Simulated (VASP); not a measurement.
Here is a VASP 6.6.1 calculation.

The input INCAR:

```
PREC = Accurate
ENCUT = 600
EDIFF = 1E-6
ISMEAR = 0
SIGMA = 0.05
LREAL = F
LASPH = T
NELM = 120
ALGO = Normal
ISIF = 2
LWAVE = F
LCHARG = F
GGA = PE
NBANDS = 11
GGA_COMPAT = F
```

Contents of KPOINTS:

```
Automatic mesh
0
Gamma
  10 10 10
```

The input POSCAR:

```
MgO
1.0
    0.0000000000      2.1095627621      2.1095627621
    2.1095627621      0.0000000000      2.1095627621
    2.1095627621      2.1095627621      0.0000000000
Mg O
1 1
Direct
    0.0199592763      0.0199592763     -0.0199592763
    0.4696787168      0.4696787168      0.5303212832
```

Potentials or basis: VASP PAW PBE potentials, release 64 (Mg, O).

Command:

```console
$ cat potpaw_PBE.64/Mg/POTCAR potpaw_PBE.64/O/POTCAR > POTCAR
$ mpirun -np 1 vasp_std > vasp.out
```

(1) Estimate the band gap on the k mesh.

(2) What does it give for the largest force?

(3) Estimate the pressure.

## Answers

(1) 4.67 eV, direct.

(2) 1.533 eV/Å.

(3) 7.5 GPa.

Caveat: forces of over 1 eV/Å act on the atoms, so gaps and moduli don't describe the material at rest.
